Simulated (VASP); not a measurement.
# W (Im-3m) in VASP: notebook

Runs on W. Level: r2SCAN. Tasks: single point, relaxation of cell and atoms.

All numbers are computed with VASP 6.6.1; they aren't measurements. Logs are shortened: lines on timing, memory, paths and dates and some standing lists are left out, and cuts for length are marked.

### 1 The cell of the first run

The structure is cubic, space group Im-3m (No. 229). The conventional cell has a = 3.169 Å, b = 3.169 Å, c = 3.169 Å, α = 90.00°, β = 90.00°, γ = 90.00°. Within 3.6 Å of W (site symmetry m-3m) lie 14 W at 2.74 to 3.17 Å.

### 2 Single point, r2SCAN

Input file POSCAR:

```
W
1.0
   -1.5843247319      1.5843247319      1.5843247319
    1.5843247319     -1.5843247319      1.5843247319
    1.5843247319      1.5843247319     -1.5843247319
W
1
Direct
    0.0000000000      0.0000000000      0.0000000000
```

Input file INCAR.step1:

```
PREC = Accurate ; ENCUT = 520
ISMEAR = -1 ; SIGMA = 0.08
LREAL = False ; LASPH = True
NELM = 100 ; NBANDS = 13
GGA = PE ; ALGO = Normal
EDIFF = 1E-4 ; LWAVE = True
LCHARG = False
```

Input file INCAR.step2:

```
PREC = Accurate ; ENCUT = 520
EDIFF = 1E-6 ; ISMEAR = -1
SIGMA = 0.08 ; LREAL = False
LASPH = True ; NELM = 100
ALGO = Normal ; ISIF = 2
LWAVE = False ; LCHARG = True
METAGGA = R2SCAN ; LMIXTAU = True
LELF = True ; LVHAR = True
NBANDS = 13 ; ISTART = 1
```

Input file KPOINTS:

```
Automatic mesh
0
Gamma
  19 19 19
```

Potentials or basis: VASP PAW PBE potentials, release 64 (W_sv).

Run with:

```
$ cat potpaw_PBE.64/W_sv/POTCAR > POTCAR
$ cp INCAR.step1 INCAR
$ mpirun -np 1 vasp_std > vasp.out
$ cp INCAR.step2 INCAR
$ mpirun -np 1 vasp_std > vasp.out
```

OUTCAR:

```text
PREC = Accurate
   ENCUT = 520
   EDIFF = 1E-6
   ISMEAR = -1
   LREAL = False
   LASPH = True
   NELM = 100
   ISIF = 2
   METAGGA = R2SCAN
   ISTART = 1

 ion  position               nearest neighbor table
   1  0.000  0.000  0.000-

  LATTYP: Found a body centered cubic cell.
 ALAT       =     3.1686494638

  Lattice vectors:

 A1 = (  -1.5843247319,   1.5843247319,   1.5843247319)
 A2 = (   1.5843247319,  -1.5843247319,   1.5843247319)
 A3 = (   1.5843247319,   1.5843247319,  -1.5843247319)

Analysis of symmetry for initial positions (statically):
=====================================================================
 Subroutine PRICEL returns:
 Original cell was already a primitive cell.

 Routine SETGRP: Setting up the symmetry group for a
 body centered cubic supercell.

 Subroutine GETGRP returns: Found 48 space group operations
 (whereof 48 operations were pure point group operations)
 out of a pool of 48 trial point group operations.

The static configuration has the point symmetry O_h .

Analysis of symmetry for dynamics (positions and initial velocities):
=====================================================================
 Subroutine PRICEL returns:
 Original cell was already a primitive cell.

 Routine SETGRP: Setting up the symmetry group for a
 body centered cubic supercell.

 Subroutine GETGRP returns: Found 48 space group operations
 (whereof 48 operations were pure point group operations)
 out of a pool of 48 trial point group operations.

The dynamic configuration has the point symmetry O_h .

 Subroutine INISYM returns: Found 48 space group operations
 (whereof 48 operations are pure point group operations),
 and found     1 'primitive' translations

----------------------------------------------------------------------------------------

                                     Primitive cell

  volume of cell :      15.9072

  direct lattice vectors                    reciprocal lattice vectors
    -1.584324732  1.584324732  1.584324732     0.000000000  0.315591867  0.315591867
     1.584324732 -1.584324732  1.584324732     0.315591867  0.000000000  0.315591867
     1.584324732  1.584324732 -1.584324732     0.315591867  0.315591867  0.000000000

  length of vectors
     2.744130931  2.744130931  2.744130931     0.446314298  0.446314298  0.446314298

  position of ions in fractional coordinates (direct lattice)
     0.000000000  0.000000000  0.000000000

  ion indices of the primitive-cell ions
   primitive index   ion index
                 1           1

----------------------------------------------------------------------------------------

 KPOINTS: Automatic mesh

Automatic generation of k-mesh.
 Grid dimensions read from file:
 generate k-points for:   19   19   19

 Generating k-lattice:

  Cartesian coordinates                     Fractional coordinates (reciprocal lattice)
     0.000000000  0.016610098  0.016610098     0.052631579  0.000000000  0.000000000
     0.016610098  0.000000000  0.016610098     0.000000000  0.052631579  0.000000000
     0.016610098  0.016610098  0.000000000     0.000000000  0.000000000  0.052631579

  Length of vectors
     0.023490226  0.023490226  0.023490226

  Shift w.r.t. Gamma in fractional coordinates (k-lattice)
     0.000000000  0.000000000  0.000000000

 Subroutine IBZKPT returns following result:
 ===========================================

 Found    220 irreducible k-points:

 Following reciprocal coordinates:
            Coordinates               Weight
  0.000000  0.000000  0.000000      1.000000
  0.052632  0.000000  0.000000     12.000000
  0.105263  0.000000  0.000000     12.000000
  0.157895  0.000000  0.000000     12.000000
  0.210526  0.000000  0.000000     12.000000
  0.263158  0.000000  0.000000     12.000000
[... 16 lines left out ...]
  0.263158  0.105263  0.000000     48.000000
  0.315789  0.105263  0.000000     48.000000
 [... further k-points ...]
   k-points           NKPTS =    220   k-points in BZ     NKDIM =    220   number of bands    NBANDS=     13
   number of dos      NEDOS =    301   number of ions     NIONS =      1
   total plane-waves  NPLWV =   8000
   dimension x,y,z NGX =    20 NGY =   20 NGZ =   20
   dimension x,y,z NGXF=    40 NGYF=   40 NGZF=   40
   ions per type =               1
   NGX,Y,Z   is equivalent  to a cutoff of  12.12, 12.12, 12.12 a.u.
   NGXF,Y,Z  is equivalent  to a cutoff of  24.23, 24.23, 24.23 a.u.
 SYSTEM =  unknown system
   PREC   = accura    normal or accurate (medium, high low for compatibility)
   ISTART =      1    job   : 0-new  1-cont  2-samecut
   ICHARG =      0    charge: 1-file 2-atom 10-const
   ISPIN  =      1    spin polarized calculation?
   LNONCOLLINEAR =      F non collinear calculations
   LSORBIT =      F    spin-orbit coupling
   LASPH  =      T    aspherical Exc in radial PAW
   ENCUT  =  520.0 eV  38.22 Ry    6.18 a.u.   5.10  5.10  5.10*2*pi/ulx,y,z
   NELM   =    100;   NELMIN=  2; NELMDL=  0     # of ELM steps
   EDIFF  = 0.1E-05   stopping-criterion for ELM
   LREAL  =      F    real-space projection
   EDIFFG = 0.1E-04   stopping-criterion for IOM
   NSW    =      0    number of steps for IOM
   IBRION =     -1    ionic relax: 0-MD 1-quasi-New 2-CG
   NFREE  =      0    steps in history (QN), initial steepest desc. (CG)
   ISIF   =      2    stress and relaxation
   ISYM   =      2    0-nonsym 1-usesym 2-fastsym
   POTIM  = 0.5000    time-step for ionic-motion
   TEBEG  =    0.0;   TEEND  =   0.0 temperature during run
   PSTRESS=    0.0 pullay stress
   NELECT =      14.0000    total number of electrons
   NUPDOWN=      -1.0000    fix difference up-down
   EMIN   =  10.00;   EMAX   =-10.00  energy-range for DOS
   EFERMI =   0.00;   METHOD = LEGACY
   ISMEAR =    -1;   SIGMA  =   0.08  broadening in eV -4-tet -1-fermi 0-gaus
   EFERMI_NEDOS =   21; number of points for ismear=-14 and -15
   IALGO  =     38    algorithm
   IMIX   =      4    mixing-type and parameters
     AMIX     =   0.40;   BMIX     =  1.00
     AMIX_MAG =   1.60;   BMIX_MAG =  1.00
  volume/ion in A,a.u.               =      15.91       107.35
  Fermi-wavevector in a.u.,A,eV,Ry     =   1.568869  2.964732 33.488693  2.461350
  Thomas-Fermi vector in A             =   2.670836
   LORBIT       =      0    0 simple, 1 ext, 2 COOP (PROOUT), +10 PAW based schemes
   METAGGA = R2SCAN    functional components
   LHFCALC =     F    Hartree Fock is set to
   AEXX    =    0.0000 exact exchange contribution
   IVDW    =     0    specifies the selected vdW correction
   LEPSILON=     F    determine dielectric tensor
   LRPA    =     F    only Hartree local field effects (RPA)
 non-spin polarized calculation
  energy-cutoff  :      520.00
  volume of cell :       15.91
 maximum number of plane-waves:       442
   NGX = 11   NGY = 11   NGZ = 11

 number of electron      14.0000003 magnetization

 Free energy of the ion-electron system (eV)
  ---------------------------------------------------
  ext. energy  EPLUGINS =         0.00000000
  ---------------------------------------------------
  free energy    TOTEN  =       -51.35778187 eV

  energy without entropy =      -51.35006490  energy(sigma->0) =      -51.35392338

 E-fermi :  11.1992     XC(G=0): -14.9367

 val. band max:       11.1612039376   @ k =  -0.4737   0.4737   0.0526
 cond. band min:      11.1993986352   @ k =  -0.3158   0.3158   0.2105
 fundamental gap:      0.0381946977
 Fermi energy:        11.1992094480

 k-point     1 :       0.0000    0.0000    0.0000
  band No.  band energies     occupation
      1     -64.8792      2.00000
      2     -27.7443      2.00000
      3     -27.7443      2.00000
      4     -27.7443      2.00000
      5       1.1301      2.00000
      6       9.9626      2.00000
      7       9.9626      2.00000
      8       9.9626      2.00000
      9      13.7957      0.00000
     10      13.7957      0.00000
     11      26.4902      0.00000
     12      26.4902      0.00000
     13      26.4902      0.00000

 k-point     2 :       0.0526    0.0000    0.0000
  band No.  band energies     occupation
      1     -64.8753      2.00000
      2     -27.7842      2.00000
      3     -27.7566      2.00000
      4     -27.7445      2.00000
      5       1.2702      2.00000
      6       9.8760      2.00000
      7       9.9428      2.00000
      8      10.0969      2.00000
      9      13.6533      0.00000
     10      13.7950      0.00000
     11      26.6101      0.00000
     12      26.7288      0.00000
     13      26.8310      0.00000

 k-point     3 :       0.1053    0.0000    0.0000
  band No.  band energies     occupation
      1     -64.8637      2.00000
      2     -27.8984      2.00000
      3     -27.7921      2.00000
      4     -27.7450      2.00000
      5       1.6765      2.00000
      6       9.6350      2.00000
      7       9.8612      2.00000
      8      10.4957      1.99970
      9      13.3346      0.00000
     10      13.7996      0.00000
     11      26.9161      0.00000
     12      27.4247      0.00000
     13      27.7099      0.00000

 k-point     4 :       0.1579    0.0000    0.0000
  band No.  band energies     occupation
      1     -64.8457      2.00000
      2     -28.0719      2.00000
      3     -27.8466      2.00000
      4     -27.7459      2.00000
      5       2.3049      2.00000
      6       9.2860      2.00000
      7       9.6791      2.00000
      8      11.1466      1.31749
      9      13.0649      0.00000
     10      13.8257      0.00000
     11      27.2145      0.00000
     12      28.5259      0.00000
     13      28.7016      0.00000

 k-point     5 :       0.2105    0.0000    0.0000
  band No.  band energies     occupation
      1     -64.8233      2.00000
      2     -28.2827      2.00000
      3     -27.9137      2.00000
      4     -27.7471      2.00000
      5       3.0714      2.00000
      6       8.8854      2.00000
      7       9.4305      2.00000
      8      12.0278      0.00006
      9      12.9971      0.00000
     10      13.8918      0.00000
     11      27.1445      0.00000
     12      29.0291      0.00000
     13      29.9664      0.00000
[... 257 lines left out ...]
 k-point    22 :       0.2105    0.1053   -0.0000
  band No.  band energies     occupation
      1     -64.7914      2.00000
      2     -28.5419      2.00000
      3     -27.9938      2.00000
      4     -27.7982      2.00000
      5       4.1899      2.00000
      6       8.4942      2.00000
      7       8.9147      2.00000
      8      12.7614      0.00000
      9      13.6836      0.00000
     10      14.3391      0.00000
     11      26.7476      0.00000
     12      28.2120      0.00000
     13      30.8564      0.00000

 k-point    23 :       0.2632    0.1053    0.0000
  band No.  band energies     occupation
      1     -64.7688      2.00000
      2     -28.7246      2.00000
      3     -28.0754      2.00000
      4     -27.8018      2.00000
      5       4.7839      2.00000
      6       8.1529      2.00000
      7       9.0416      2.00000
      8      13.0059      0.00000
      9      14.4612      0.00000
     10      14.9515      0.00000
     11      25.5372      0.00000
     12      27.0095      0.00000
     13      31.7688      0.00000

 k-point    24 :       0.3158    0.1053    0.0000
  band No.  band energies     occupation
      1     -64.7492      2.00000
      2     -28.8785      2.00000
      3     -28.1465      2.00000
      4     -27.8043      2.00000
      5       5.0651      2.00000
      6       7.8874      2.00000
      7       9.5641      2.00000
      8      13.2991      0.00000
      9      14.5953      0.00000
     10      16.2290      0.00000
     11      24.3465      0.00000
     12      25.6114      0.00000
     13      30.4406      0.00000

 [... further k-points ...]

------------------------ aborting loop because EDIFF is reached ----------------------------------------

  FORCE on cell =-STRESS in cart. coord.  units (eV):
  Direction    XX          YY          ZZ          XY          YZ          ZX
  --------------------------------------------------------------------------------------
  -------------------------------------------------------------------------------------
  Total        0.1231202      0.1231202      0.1231202     -0.0000000      0.0000000     -0.0000000
  in kB       12.4007269     12.4007269     12.4007269     -0.0000000      0.0000000     -0.0000000
  external PRESSURE =      12.4007269 kB  Pullay stress =       0.0000000 kB

 VOLUME and BASIS-vectors are now :
 -----------------------------------------------------------------------------
  energy-cutoff  :      520.00
  volume of cell :       15.91
      direct lattice vectors                 reciprocal lattice vectors
    -1.584324732  1.584324732  1.584324732     0.000000000  0.315591867  0.315591867
     1.584324732 -1.584324732  1.584324732     0.315591867  0.000000000  0.315591867
     1.584324732  1.584324732 -1.584324732     0.315591867  0.315591867  0.000000000

 POSITION                                       TOTAL-FORCE (eV/Angst)
 -----------------------------------------------------------------------------------
      0.00000      0.00000      0.00000        -0.000000      0.000000     -0.000000
 -----------------------------------------------------------------------------------
    total drift:                                0.000000     -0.000000      0.000000

  FREE ENERGIE OF THE ION-ELECTRON SYSTEM (eV)
  ---------------------------------------------------
  free  energy   TOTEN  =       -51.3577818693 eV

  energy  without entropy=      -51.3500648970  energy(sigma->0) =      -51.35392338
```

Wall time 55 s (1 thread of Intel Xeon 6975P-C (Granite Rapids), shared host); peak memory 0.16 GiB.

Results:

| Quantity | Value |
| --- | --- |
| Free energy | -51.3578 eV |
| Pressure | 1.2 GPa |
| Band gap on the k mesh | zero (bands 7 and 8 overlap by 6.23 eV) |

Caveat: the PAW data sets were made with another functional, which shifts forces and pressure a little; spin-orbit coupling is left out, which moves the levels of the heavy elements.

### 3 Relaxation of cell and atoms, r2SCAN

Input file POSCAR:

```
W
1.0
   -1.5848173221      1.5848173221      1.5848173221
    1.5848173221     -1.5848173221      1.5848173221
    1.5848173221      1.5848173221     -1.5848173221
W
1
Direct
    0.0000000000      0.0000000000      0.0000000000
```

Input file INCAR.step1:

```
SYSTEM = W
ALGO = Normal
EDIFF = 1E-4
ENCUT = 600
GGA = PE
ISMEAR = -1
LASPH = .True.
LCHARG = .False.
LREAL = .False.
LWAVE = .True.
NELM = 100
PREC = Accurate
SIGMA = 0.08
```

Input file INCAR.step2:

```
SYSTEM = W
ALGO = Normal
EDIFF = 1E-7
EDIFFG = -0.005
ENCUT = 600
IBRION = 2
ISIF = 3
ISMEAR = -1
ISTART = 1
LASPH = .True.
LCHARG = .False.
LMIXTAU = .True.
LREAL = .False.
LWAVE = .False.
METAGGA = R2SCAN
NELM = 100
NSW = 60
PREC = Accurate
SIGMA = 0.08
```

Input file KPOINTS:

```
k-points
0
Gamma
  19 19 19
  0 0 0
```

Potentials or basis: VASP PAW PBE potentials, release 64 (W_sv).

Run with:

```
$ cat potpaw_PBE.64/W_sv/POTCAR > POTCAR
$ cp INCAR.step1 INCAR
$ mpirun -np 1 vasp_std > vasp.out
$ cp INCAR.step2 INCAR
$ mpirun -np 1 vasp_std > vasp.out
```

Wall time 2.5 min (1 thread of Intel Xeon 6975P-C (Granite Rapids), shared host); peak memory 0.19 GiB.

It converged, with:

```
Free energy                           : -51.3585 eV
Relaxed volume                        : 15.97 Å³/atom
Relaxed cell                          : a = 2.748 Å, b = 2.748 Å, c = 2.748 Å, α = 109.47°, β = 109.47°, γ = 109.47°
Space group after relaxing (to 0.1 Å) : Im-3m (No. 229)
Energy gained by relaxing             : 0.1 meV/atom
Ionic steps                           : 3
Pressure after relaxing               : 0.0 GPa
Band gap on the k mesh                : zero (bands 7 and 8 overlap by 6.20 eV)
```

The path:
```tsv
step	energy change (eV)	largest force (eV/Å)	pressure (GPa)	volume (Å³)
1	0.0000	0.0000	0.97	15.92
2	0.0017	0.0000	-3.38	16.14
3	-0.0001	0.0000	0.01	15.97
```

Final structure:
```xyz
1
Lattice="-1.5864 1.5864 1.5864 1.5864 -1.5864 1.5864 1.5864 1.5864 -1.5864" Properties=species:S:1:pos:R:3 pbc="T T T"
W     0.0000    0.0000    0.0000
```

Levels at points of the mesh, in eV from the Fermi level:
```csv
k point,band 5,band 6,band 7,band 8,band 9,band 10
"(0.00, 0.00, 0.00)",-10.05,-1.23,-1.23,-1.23,2.59,2.59
```

Caveat: the PAW data sets were made with another functional, which shifts forces and pressure a little; spin-orbit coupling is left out, which moves the levels of the heavy elements.
